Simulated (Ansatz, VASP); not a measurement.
# Two plane-wave programs on TiO2

The input POSCAR:

```
TiO2
1.0
    0.0000000000      2.3968272579      2.3968272579
    2.3968272579      0.0000000000      2.3968272579
    2.3968272579      2.3968272579      0.0000000000
Ti O
1 2
Direct
    0.0000000000      0.0000000000      0.0000000000
    0.2500000000      0.2500000000      0.2500000000
    0.7500000000      0.7500000000      0.7500000000
```

File INCAR.step1:

```
SYSTEM = TiO2
PREC = Accurate ; ENCUT = 520
EDIFF = 1E-5 ; ISMEAR = 0
SIGMA = 0.01 ; LREAL = .False.
LASPH = .True. ; NELM = 60
ALGO = Normal ; ISIF = 2
LWAVE = .True. ; GGA = PE
NBANDS = 19
```

File INCAR.step2:

```
SYSTEM = TiO2
PREC = Accurate ; ENCUT = 520
EDIFF = 1E-6 ; ISMEAR = 0
SIGMA = 0.01 ; LREAL = .False.
LASPH = .True. ; NELM = 60
ALGO = Normal ; ISIF = 2
LWAVE = .False. ; LCHARG = .True.
GGA = PE ; LHFCALC = .True.
AEXX = 0.5 ; HFSCREEN = 0.2078
PRECFOCK = Normal ; LELF = .True.
LVHAR = .True. ; ISTART = 1
NBANDS = 19
```

KPOINTS

```
regular mesh
0
Gamma
  4 4 4
  0 0 0
```

Input for Ansatz:

```yaml
crystal:
  lattice:
    - [0.0, 2.3968272579, 2.3968272579]
    - [2.3968272579, 0.0, 2.3968272579]
    - [2.3968272579, 2.3968272579, 0.0]
  atoms:
    - { symbol: Ti, position: [0.0, 0.0, 0.0] }
    - { symbol: O, position: [0.25, 0.25, 0.25] }
    - { symbol: O, position: [0.75, 0.75, 0.75] }
kpoints:
  mp_grid: { grid: [4, 4, 4] }
hamiltonian:
  xc:
    exchange: pbe
    correlation: pbe
    exx: { coeff: 0.5, omega: 0.2078 }
scf:
  occupations: { method: fixed }
  n_extra_bands: 4
output:
  forces: true
  stress: true
  eigenvalues: true
```

Alike in both runs: task single point; functional PBE-based screened hybrid; k mesh 4 × 4 × 4; no spin polarisation.

|  | VASP | Ansatz |
| --- | --- | --- |
| version | VASP 6.6.1 | Ansatz 0.2.0 |
| potentials or method | VASP PAW PBE potentials, release 64 (Ti_sv, O) | plane waves |
| plane-wave cutoff (eV) | 520 | 420 |
| occupations | gaussian, width 0.01 eV | fixed |
| valence electrons in the cell | 24 | 24 |

VASP gave:

| Item | Value |
| --- | --- |
| gap on the k mesh at the Fermi level (eV) | 4.31 |
| pressure (GPa) | -11.9 |

Estimate Ansatz's values.

gap on the k mesh at the Fermi level (eV): 4.34; pressure (GPa): -12.9.

VASP's potentials were made for PBE, not for PBE-based screened hybrid. Ansatz's warnings: stress exchange threshold loose, stress scf threshold loose.

The k mesh is coarse, so the values compare programs but aren't converged.
